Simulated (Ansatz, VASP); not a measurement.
**BaTiO3: VASP beside Ansatz**

The input INCAR:

```
ALGO = Normal
EDIFF = 1E-8
ENCUT = 520
ISIF = 2
ISMEAR = -1
LASPH = True
LCHARG = False
LEFG = True
LREAL = False
LWAVE = False
NBANDS = 28
NELM = 80
PREC = Accurate
SIGMA = 0.05
```

Contents of KPOINTS:

```
k-points
0
Gamma
  8 8 8
```

POSCAR

```
BaTiO3
1.0
    4.0073000000      0.0000000000      0.0000000000
    0.0000000000      4.0073000000      0.0000000000
    0.0000000000      0.0000000000      4.1275190000
Ba Ti O
1 1 3
Direct
    0.5000000000      0.5000000000      0.5000000000
    0.0000000000      0.0000000000      0.0000000000
    0.5000000000      0.0000000000      0.0000000000
    0.0000000000      0.5000000000      0.0000000000
    0.0000000000      0.0000000000      0.5000000000
```

Input for Ansatz:

```yaml
crystal:
  lattice:
    - [4.0073, 0.0, 0.0]
    - [0.0, 4.0073, 0.0]
    - [0.0, 0.0, 4.127519]
  atoms:
    - { symbol: Ba, position: [0.5, 0.5, 0.5] }
    - { symbol: Ti, position: [0.0, 0.0, 0.0] }
    - { symbol: O, position: [0.5, 0.0, 0.0] }
    - { symbol: O, position: [0.0, 0.5, 0.0] }
    - { symbol: O, position: [0.0, 0.0, 0.5] }
kpoints:
  mp_grid: { grid: [8, 8, 8] }
scf:
  occupations: { method: fermi_dirac, width: 0.05 }
hamiltonian:
  xc: lda
  pseudopotentials: { kind: all_electron, datasets: crystal }
output:
  forces: true
  stress: true
  eigenvalues: true
  efg: { contact_densities: true }
```

Change from the starting cell: zz strain of +3 %, crystal datasets.

Alike in both runs: task electric field gradients; functional LDA; k mesh 8 × 8 × 8; occupations fermi-dirac, width 0.05 eV; no spin polarisation.

```csv
,VASP,Ansatz
version,VASP 6.6.1,Ansatz 0.2.0
potentials or method,"VASP PAW LDA potentials, release 64 (Ba_sv, Ti_sv, O), cutoff 520 eV","all-electron PAW with datasets made for the crystal, scalar-relativistic"
```

```tsv
	VASP	Ansatz	Ansatz less VASP
pressure (GPa)	-11.6	-13.4	-1.77
traceless stress, the component that is largest in VASP (GPa)	-3.00	-2.88	+0.127
size of Vzz on the site where it differs most (V/Å²)	6.6	6.0	-0.64
```

LDA's correlation is that of Perdew and Zunger in VASP and of Perdew and Wang (1992) in Ansatz. Ansatz ran all-electron here, and VASP with PAW potentials.

Neither program's run includes spin-orbit coupling.
